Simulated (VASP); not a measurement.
# ZrS: single point with PBEsol

Crystal: ZrS.

```
CELL_PARAMETERS angstrom
0.00000 2.60738 2.60738
2.60738 0.00000 2.60738
2.60738 2.60738 0.00000
ATOMIC_POSITIONS crystal
Zr 0.00000 0.00000 0.00000
S 0.50000 0.50000 0.50000
```

This cell differs from its parent crystal: volume scaled by 0.98.

```json
{
  "Program": "VASP 6.6.1",
  "Task": "single point",
  "Functional": "PBEsol",
  "Potentials or basis": "VASP PAW PBE potentials, release 64 (Zr_sv, S)",
  "Cutoff": "520 eV",
  "k mesh": "9 × 9 × 9",
  "Occupations": "fermi-dirac, width 0.05 eV",
  "Spin": "no spin polarisation",
  "Dipole correction": "no",
  "Further INCAR settings": "ALGO = Normal; EDIFF = 1e-06; NBANDS = 16"
}
```

```yaml
Pressure: -3.7 GPa
Band_gap_on_the_k_mesh: zero (band 9 reaches 12.01 eV, above the bottom of band 10 at 9.45 eV)
```

Levels at points of the mesh, in eV from the Fermi level:
```tsv
k point	band 7	band 8	band 9	band 10	band 11	band 12
(0.00, 0.00, 0.00)	-3.46	-3.46	-1.35	-1.35	-1.35	-0.65
```

Wall time 40 s on 1 thread of Intel Xeon 8259CL, with other jobs on the host, peak memory 0.16 GiB.

Caveat: the PAW data sets were made with another functional, which shifts forces and pressure a little.
